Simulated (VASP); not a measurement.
Here is a VASP 6.6.1 calculation.

INCAR

```
SYSTEM = Ta4S4Br
ALGO = Normal
EDIFF = 1E-6
ENCUT = 520
GGA = PE
ISIF = 2
ISMEAR = 0
ISPIN = 2
IVDW = 12
LASPH = .True.
LCHARG = .False.
LMAXMIX = 4
LORBIT = 11
LREAL = .False.
LWAVE = .False.
MAGMOM = 1 1 1 1 0 0 0 0 0
NBANDS = 52
NELM = 150
PREC = Accurate
SIGMA = 0.1
```

KPOINTS

```
k-points
0
Gamma
  6 6 2
  0 0 0
```

Contents of POSCAR:

```
Ta4S4Br
1.0
    3.6078648965      0.0000000000      0.0000000000
   -1.8039324482      3.1245026538      0.0000000000
    0.0000000000      0.0000000000     14.7778039083
Ta S Br
4 4 1
Direct
    0.0000000000      0.0000000000      0.8141114012
    0.0000000000      0.0000000000      0.1858885988
    0.3333333333      0.6666666667      0.3453049573
    0.6666666667      0.3333333333      0.6546950427
    0.3333333333      0.6666666667      0.7165484522
    0.6666666667      0.3333333333      0.9081782505
    0.3333333333      0.6666666667      0.0918217495
    0.6666666667      0.3333333333      0.2834515478
    0.0000000000      0.0000000000      0.5000000000
```

Potentials or basis: VASP PAW PBE potentials, release 64 (Ta_pv, S, Br).

Run with:

```sh
$ cat potpaw_PBE.64/Ta_pv/POTCAR potpaw_PBE.64/S/POTCAR potpaw_PBE.64/Br/POTCAR > POTCAR
$ mpirun -np 1 vasp_std > vasp.out
```

Task: What does it give for the net moment?

Result: 0.00 μB per cell.

Task: Predict the dispersion energy per atom.

Result: -0.469 eV.

Task: Predict the pressure.

Result: 0.2 GPa.

Forces in eV/Å, atoms in the order of the input:
```
Ta   0.000  0.000  0.026
Ta   0.000  0.000 -0.026
Ta   0.000  0.000  0.018
Ta   0.000  0.000 -0.018
S    0.000  0.000  0.006
S    0.000  0.000 -0.009
S    0.000  0.000  0.009
S    0.000  0.000 -0.006
Br   0.000  0.000  0.000
```
